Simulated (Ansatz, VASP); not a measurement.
# One calculation of C, two programs

```
C
1.0
     0.00000    1.76605    1.76605
     1.76605    0.00000    1.76605
     1.76605    1.76605    0.00000
C
2
Cartesian
  1.7660 1.7660 1.7660
  2.6491 2.6491 2.6491
```

Alike in both runs: task relaxation of cell and atoms; functional LDA; k mesh 12 × 12 × 12; occupations gaussian, width 0.02 eV; no spin polarisation.

|  | VASP | Ansatz |
| --- | --- | --- |
| version | VASP 6.6.1 | Ansatz 0.2.0 |
| potentials or method | VASP PAW LDA potentials, release 64 (C), cutoff 600 eV | scalar-relativistic, plane waves, PAW |
| valence electrons in the cell | 8 | 8 |

Ansatz gave:

| Quantity | Value |
| --- | --- |
| gap on the k mesh at the Fermi level, each at its own relaxed structure (eV) | 4.20 |
| relaxed volume (Å³/atom) | 5.51 |
| relaxed cell length with the largest relative difference (Å) | 2.497 |

Q: Which values does VASP return?

A: gap on the k mesh at the Fermi level, each at its own relaxed structure (eV): 4.19; relaxed volume (Å³/atom): 5.52; relaxed cell length with the largest relative difference (Å): 2.499.

LDA's correlation is that of Perdew and Zunger in VASP and of Perdew and Wang (1992) in Ansatz.
